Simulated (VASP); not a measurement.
Here is a VASP 6.6.1 calculation.

File INCAR:

```
SYSTEM = ZnSe
ALGO = Normal
EDIFF = 1E-7
EDIFFG = -0.01
ENCUT = 500
GGA = PE
GGA_COMPAT = .FALSE.
IBRION = 2
ISIF = 3
ISMEAR = -1
ISYM = -1
IVDW = 13
LASPH = .TRUE.
LCHARG = .FALSE.
LREAL = .FALSE.
LWAVE = .FALSE.
NELM = 120
NELMIN = 4
NSW = 80
PREC = Accurate
SIGMA = 0.01
```

File KPOINTS:

```
explicit points
108
Reciprocal
  0.08333333   0.08333333   0.08333333 2
  0.08333333   0.08333333   0.25000000 2
  0.08333333   0.08333333   0.41666667 2
  0.08333333   0.08333333   0.58333333 2
  0.08333333   0.08333333   0.75000000 2
  0.08333333   0.08333333   0.91666667 2
  0.08333333   0.25000000   0.08333333 2
  0.08333333   0.25000000   0.25000000 2
  0.08333333   0.25000000   0.41666667 2
  0.08333333   0.25000000   0.58333333 2
  0.08333333   0.25000000   0.75000000 2
  0.08333333   0.25000000   0.91666667 2
  0.08333333   0.41666667   0.08333333 2
  0.08333333   0.41666667   0.25000000 2
  0.08333333   0.41666667   0.41666667 2
  0.08333333   0.41666667   0.58333333 2
  0.08333333   0.41666667   0.75000000 2
  0.08333333   0.41666667   0.91666667 2
  0.08333333   0.58333333   0.08333333 2
  0.08333333   0.58333333   0.25000000 2
  0.08333333   0.58333333   0.41666667 2
  0.08333333   0.58333333   0.58333333 2
  0.08333333   0.58333333   0.75000000 2
  0.08333333   0.58333333   0.91666667 2
  0.08333333   0.75000000   0.08333333 2
  0.08333333   0.75000000   0.25000000 2
  0.08333333   0.75000000   0.41666667 2
  0.08333333   0.75000000   0.58333333 2
  0.08333333   0.75000000   0.75000000 2
  0.08333333   0.75000000   0.91666667 2
  0.08333333   0.91666667   0.08333333 2
  0.08333333   0.91666667   0.25000000 2
  0.08333333   0.91666667   0.41666667 2
  0.08333333   0.91666667   0.58333333 2
  0.08333333   0.91666667   0.75000000 2
  0.08333333   0.91666667   0.91666667 2
  0.25000000   0.08333333   0.08333333 2
  0.25000000   0.08333333   0.25000000 2
  0.25000000   0.08333333   0.41666667 2
  0.25000000   0.08333333   0.58333333 2
  0.25000000   0.08333333   0.75000000 2
  0.25000000   0.08333333   0.91666667 2
  0.25000000   0.25000000   0.08333333 2
  0.25000000   0.25000000   0.25000000 2
  0.25000000   0.25000000   0.41666667 2
  0.25000000   0.25000000   0.58333333 2
  0.25000000   0.25000000   0.75000000 2
  0.25000000   0.25000000   0.91666667 2
  0.25000000   0.41666667   0.08333333 2
  0.25000000   0.41666667   0.25000000 2
  0.25000000   0.41666667   0.41666667 2
  0.25000000   0.41666667   0.58333333 2
  0.25000000   0.41666667   0.75000000 2
  0.25000000   0.41666667   0.91666667 2
  0.25000000   0.58333333   0.08333333 2
  0.25000000   0.58333333   0.25000000 2
  0.25000000   0.58333333   0.41666667 2
  0.25000000   0.58333333   0.58333333 2
  0.25000000   0.58333333   0.75000000 2
  0.25000000   0.58333333   0.91666667 2
  0.25000000   0.75000000   0.08333333 2
  0.25000000   0.75000000   0.25000000 2
  0.25000000   0.75000000   0.41666667 2
  0.25000000   0.75000000   0.58333333 2
  0.25000000   0.75000000   0.75000000 2
  0.25000000   0.75000000   0.91666667 2
  0.25000000   0.91666667   0.08333333 2
  0.25000000   0.91666667   0.25000000 2
  0.25000000   0.91666667   0.41666667 2
  0.25000000   0.91666667   0.58333333 2
  0.25000000   0.91666667   0.75000000 2
  0.25000000   0.91666667   0.91666667 2
  0.41666667   0.08333333   0.08333333 2
  0.41666667   0.08333333   0.25000000 2
  0.41666667   0.08333333   0.41666667 2
  0.41666667   0.08333333   0.58333333 2
  0.41666667   0.08333333   0.75000000 2
  0.41666667   0.08333333   0.91666667 2
  0.41666667   0.25000000   0.08333333 2
  0.41666667   0.25000000   0.25000000 2
  0.41666667   0.25000000   0.41666667 2
  0.41666667   0.25000000   0.58333333 2
  0.41666667   0.25000000   0.75000000 2
  0.41666667   0.25000000   0.91666667 2
  0.41666667   0.41666667   0.08333333 2
  0.41666667   0.41666667   0.25000000 2
  0.41666667   0.41666667   0.41666667 2
  0.41666667   0.41666667   0.58333333 2
  0.41666667   0.41666667   0.75000000 2
  0.41666667   0.41666667   0.91666667 2
  0.41666667   0.58333333   0.08333333 2
  0.41666667   0.58333333   0.25000000 2
  0.41666667   0.58333333   0.41666667 2
  0.41666667   0.58333333   0.58333333 2
  0.41666667   0.58333333   0.75000000 2
  0.41666667   0.58333333   0.91666667 2
  0.41666667   0.75000000   0.08333333 2
  0.41666667   0.75000000   0.25000000 2
  0.41666667   0.75000000   0.41666667 2
  0.41666667   0.75000000   0.58333333 2
  0.41666667   0.75000000   0.75000000 2
  0.41666667   0.75000000   0.91666667 2
  0.41666667   0.91666667   0.08333333 2
  0.41666667   0.91666667   0.25000000 2
  0.41666667   0.91666667   0.41666667 2
  0.41666667   0.91666667   0.58333333 2
  0.41666667   0.91666667   0.75000000 2
  0.41666667   0.91666667   0.91666667 2
```

POSCAR

```
ZnSe
1.0
    4.0075980000      0.0000000000      0.0000000000
    2.0037990000      3.4706816762      0.0000000000
    2.0037990000      1.1568938921      3.2721900647
Zn Se
1 1
Direct
    0.0000000000      0.0000000000      0.0000000000
    0.2500000000      0.2500000000      0.2500000000
```

Potentials or basis: VASP PAW PBE potentials, release 64 (Zn, Se).

The run is started by

```bash
$ cat potpaw_PBE.64/Zn/POTCAR potpaw_PBE.64/Se/POTCAR > POTCAR
$ mpirun -np 1 vasp_std > vasp.out
```

(1) Predict the dispersion energy per atom.

(2) What does it give for the relaxed cell?

(3) What does it give for the band gap on the k mesh?

(4) Predict the relaxed volume.

Answers

(1) -0.317 eV.

(2) a = 4.005 Å, b = 4.005 Å, c = 4.005 Å, α = 60.03°, β = 60.03°, γ = 60.03°.

(3) 1.97 eV.

(4) 22.74 Å³/atom.

Caveat: a shifted mesh leaves out Γ, where band edges can lie.
